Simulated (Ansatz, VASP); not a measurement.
**S in VASP and in Ansatz**

```
S
1.0
     0.00000    2.66857    2.66857
     2.66857    0.00000    2.66857
     2.66857    2.66857    0.00000
S
2
Direct
  0.87500 0.87500 0.87500
  0.12500 0.12500 0.12500
```

Change from the starting cell: volume scaled by 0.85, PAW files.

Alike in both runs: task single point; functional LDA; k mesh 13 × 13 × 13; occupations fermi-dirac, width 0.05 eV; no spin polarisation.

```csv
,VASP,Ansatz
version,VASP 6.6.1,Ansatz 0.2.0
potentials or method,"VASP PAW LDA potentials, release 64 (S)","PAW with Ansatz's default frozen-core files, scalar-relativistic"
plane-wave cutoff (eV),520,420
valence electrons in the cell,12,12
```

```csv
,VASP,Ansatz,Ansatz less VASP
pressure (GPa),10.9,10.9,-0.01
```

LDA's correlation is that of Perdew and Zunger in VASP and of Perdew and Wang (1992) in Ansatz.
